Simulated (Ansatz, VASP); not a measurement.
**Rb: VASP beside Ansatz**

Contents of INCAR:

```
SYSTEM = Rb
  ALGO = Normal
  EDIFF = 1E-7
  ENCUT = 520
  GGA = PE
  ISIF = 2
  ISMEAR = 0
  LASPH = .True.
  LCHARG = .False.
  LREAL = Auto
  LWAVE = .False.
  NBANDS = 106
  NELM = 100
  PREC = Accurate
  SIGMA = 0.1
```

Contents of KPOINTS:

```
k-points
0
Gamma
  2 2 2
  0 0 0
```

Contents of POSCAR:

```
Rb
1.0
   12.4822769800      0.0000000000      0.0000000000
    0.0000000000     12.4822769800      0.0000000000
    0.0000000000      0.0000000000     12.4822769800
Rb
20
Direct
    0.8750000000      0.7030561600      0.0469438400
    0.0624146400      0.0624146400      0.0624146400
    0.2030561600      0.4530561600      0.1250000000
    0.8124146400      0.3124146400      0.1875853600
    0.4530561600      0.1250000000      0.2030561600
    0.5469438400      0.6250000000      0.2969438400
    0.1875853600      0.8124146400      0.3124146400
    0.7969438400      0.9530561600      0.3750000000
    0.9375853600      0.5624146400      0.4375853600
    0.1250000000      0.2030561600      0.4530561600
    0.6250000000      0.2969438400      0.5469438400
    0.4375853600      0.9375853600      0.5624146400
    0.2969438400      0.5469438400      0.6250000000
    0.6875853600      0.6875853600      0.6875853600
    0.0469438400      0.8750000000      0.7030561600
    0.9530561600      0.3750000000      0.7969438400
    0.3124146400      0.1875853600      0.8124146400
    0.7030561600      0.0469438400      0.8750000000
    0.5624146400      0.4375853600      0.9375853600
    0.3750000000      0.7969438400      0.9530561600
```

Input for Ansatz:

```yaml
crystal:
  lattice:
    - [12.48227698, 0.0, 0.0]
    - [0.0, 12.48227698, 0.0]
    - [0.0, 0.0, 12.48227698]
  atoms:
    - { symbol: Rb, position: [0.875, 0.70305616, 0.04694384] }
    - { symbol: Rb, position: [0.06241464, 0.06241464, 0.06241464] }
    - { symbol: Rb, position: [0.20305616, 0.45305616, 0.125] }
    - { symbol: Rb, position: [0.81241464, 0.31241464, 0.18758536] }
    - { symbol: Rb, position: [0.45305616, 0.125, 0.20305616] }
    - { symbol: Rb, position: [0.54694384, 0.625, 0.29694384] }
    - { symbol: Rb, position: [0.18758536, 0.81241464, 0.31241464] }
    - { symbol: Rb, position: [0.79694384, 0.95305616, 0.375] }
    - { symbol: Rb, position: [0.93758536, 0.56241464, 0.43758536] }
    - { symbol: Rb, position: [0.125, 0.20305616, 0.45305616] }
    - { symbol: Rb, position: [0.625, 0.29694384, 0.54694384] }
    - { symbol: Rb, position: [0.43758536, 0.93758536, 0.56241464] }
    - { symbol: Rb, position: [0.29694384, 0.54694384, 0.625] }
    - { symbol: Rb, position: [0.68758536, 0.68758536, 0.68758536] }
    - { symbol: Rb, position: [0.04694384, 0.875, 0.70305616] }
    - { symbol: Rb, position: [0.95305616, 0.375, 0.79694384] }
    - { symbol: Rb, position: [0.31241464, 0.18758536, 0.81241464] }
    - { symbol: Rb, position: [0.70305616, 0.04694384, 0.875] }
    - { symbol: Rb, position: [0.56241464, 0.43758536, 0.93758536] }
    - { symbol: Rb, position: [0.375, 0.79694384, 0.95305616] }
basis:
  ecutwfc: 420
kpoints:
  mp_grid: { grid: [2, 2, 2] }
hamiltonian:
  xc: pbe
scf:
  occupations: { method: gaussian, width: 0.1 }
  lower_state_search: "off"
output:
  forces: true
  stress: true
  eigenvalues: true
```

Alike in both runs: task single point; functional PBE; k mesh 2 × 2 × 2; occupations gaussian, width 0.1 eV; no spin polarisation.

```csv
,VASP,Ansatz
version,VASP 6.6.1,Ansatz 0.2.0
potentials or method,"VASP PAW PBE potentials, release 64 (Rb_sv), cutoff 520 eV","scalar-relativistic, plane waves, PAW"
valence electrons in the cell,180,180
```

|  | VASP | Ansatz | Ansatz less VASP |
| --- | --- | --- | --- |
| gap on the k mesh at the Fermi level (eV) | none | none | - |
| pressure (GPa) | -0.1 | -0.1 | 0.00 |

A gap of «none» marks a metal or a gap that the smearing closes. The functional is the same, so the differences come from potentials, cutoffs and numerics.
